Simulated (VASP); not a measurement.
Here is a VASP 6.6.1 calculation.

File POSCAR:

```
MgO
1.0
    3.4841042127      0.0000000000      0.0000000000
   -1.7420521064      3.0173227576      0.0000000000
    0.0000000000      0.0000000000      4.1856875957
Mg O
2 2
Direct
    0.6666666667      0.3333333333      0.7500000000
    0.3333333333      0.6666666667      0.2500000000
    0.6666666667      0.3333333333      0.2500000000
    0.3333333333      0.6666666667      0.7500000000
```

INCAR.step1

```
SYSTEM = MgO
PREC     = Accurate       ! precision mode
ENCUT    = 520            ! plane-wave cutoff, eV
ISMEAR   = 0              ! smearing method
SIGMA    = 0.05           ! smearing width, eV
LREAL    = .FALSE.        ! projectors in reciprocal space
LASPH    = .TRUE.         ! aspherical terms in the spheres
NELM     = 80             ! most SCF steps
NBANDS   = 16             ! bands
GGA      = PE             ! functional
ALGO     = Normal         ! electronic algorithm
EDIFF    = 1E-4           ! SCF threshold, eV
LWAVE    = .TRUE.         ! write WAVECAR
LCHARG   = .FALSE.        ! write CHGCAR
```

Contents of INCAR.step2:

```
SYSTEM = MgO
PREC     = Accurate       ! precision mode
ENCUT    = 520            ! plane-wave cutoff, eV
EDIFF    = 1E-6           ! SCF threshold, eV
ISMEAR   = 0              ! smearing method
SIGMA    = 0.05           ! smearing width, eV
LREAL    = .FALSE.        ! projectors in reciprocal space
LASPH    = .TRUE.         ! aspherical terms in the spheres
NELM     = 80             ! most SCF steps
ALGO     = Normal         ! electronic algorithm
ISIF     = 2              ! what is computed and relaxed
LWAVE    = .FALSE.        ! write WAVECAR
LCHARG   = .FALSE.        ! write CHGCAR
METAGGA  = R2SCAN         ! meta-GGA
LMIXTAU  = .TRUE.       
NBANDS   = 16             ! bands
ISTART   = 1
```

The input KPOINTS:

```
Automatic mesh
0
G
  12 12 6
  0 0 0
```

Potentials or basis: VASP PAW PBE potentials, release 64 (Mg, O).

Run with:

```console
$ cat potpaw_PBE.64/Mg/POTCAR potpaw_PBE.64/O/POTCAR > POTCAR
$ cp INCAR.step1 INCAR
$ mpirun -np 1 vasp_std > vasp.out
$ cp INCAR.step2 INCAR
$ mpirun -np 1 vasp_std > vasp.out
```

What does it give for the band gap on the k mesh?

4.08 eV, direct.

What does it give for the pressure?

-0.8 GPa.

Stress tensor (GPa, compression positive):
```
-0.68  0.00  0.00
 0.00 -0.68  0.00
 0.00  0.00 -0.99
```

Caveat: the PAW data sets were made with another functional, which shifts forces and pressure a little. A k mesh can miss the band edges.
